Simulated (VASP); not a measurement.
Input of a VASP 6.6.1 run:

The input INCAR:

```
ALGO = Normal ; EDIFF = 1E-6
ENCUT = 500 ; GGA = PE
GGA_COMPAT = F ; ISIF = 2
ISMEAR = 0 ; LASPH = T
LCHARG = F ; LREAL = F
LWAVE = F ; NBANDS = 22
NELM = 120 ; PREC = Accurate
SIGMA = 0.1
```

File KPOINTS:

```
k-points
0
Gamma
  12 12 6
```

POSCAR

```
BaTaH4
1.0
    3.0030425596      0.0000000000      0.0000000000
    0.0000000000      3.2750845227      0.0000000000
    0.0000000000      0.0000000000      6.8163411515
Ba Ta H
1 1 4
Direct
    0.0000000000      0.0000000000      0.9689644997
    0.0000000000      0.5000000000      0.4510761251
    0.5000000000      0.0000000000      0.3757198224
    0.5000000000      0.5000000000      0.8468450691
    0.5000000000      0.5000000000      0.2442090483
    0.5000000000      0.0000000000      0.6131854354
```

Potentials or basis: VASP PAW PBE potentials, release 64 (Ba_sv, Ta_sv_GW, H).

The run is started by

```bash
$ cat potpaw_PBE.64/Ba_sv/POTCAR potpaw_PBE.64/Ta_sv_GW/POTCAR potpaw_PBE.64/H/POTCAR > POTCAR
$ mpirun -np 1 vasp_std > vasp.out
```

Problem. What does it give for the band gap on the k mesh?

Solution. Zero (an odd number of electrons rules out a gap without spin polarisation).

Problem. What does it give for the pressure?

Solution. 1.4 GPa.

Problem. Predict the largest force.

Solution. 0.116 eV/Å.

Stress tensor (GPa, compression positive):
```
1.94 0.00 0.00
0.00 1.64 0.00
0.00 0.00 0.64
```

Caveat: spin-orbit coupling is left out, which moves the levels of the heavy elements; an odd number of electrons without spin polarisation forces a metal; a magnetic or distorted state may lie lower.
